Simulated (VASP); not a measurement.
Be2C:

```xyz
3
Lattice="0.0000 2.1605 2.1605 2.1605 0.0000 2.1605 2.1605 2.1605 0.0000" Properties=species:S:1:pos:R:3 pbc="T T T"
Be    3.2407    3.2407    3.2407
Be    1.0802    1.0802    1.0802
C     0.0000    0.0000    0.0000
```

Base run:

- Program: VASP 6.6.1
- Functional: PBE
- Potentials or basis: VASP PAW PBE potentials, release 64 (Be, C)
- Cutoff: 600 eV
- k mesh: 6 × 6 × 6
- Occupations: gaussian, width 0.01 eV
- Spin: no spin polarisation

Its results: band gap on the k mesh 1.16 eV (least direct gap 4.14 eV); pressure 1.3 GPa.

The run is repeated on the same cell with these changes: functional from PBE to r2SCAN; cutoff from 600 eV to 660 eV. What comes out?

Band gap on the k mesh 1.52 eV (least direct gap 4.63 eV); pressure 0.8 GPa.

Caveats: the PAW data sets were made with another functional, which shifts forces and pressure a little (at least some runs).

A k mesh can miss the band edges.
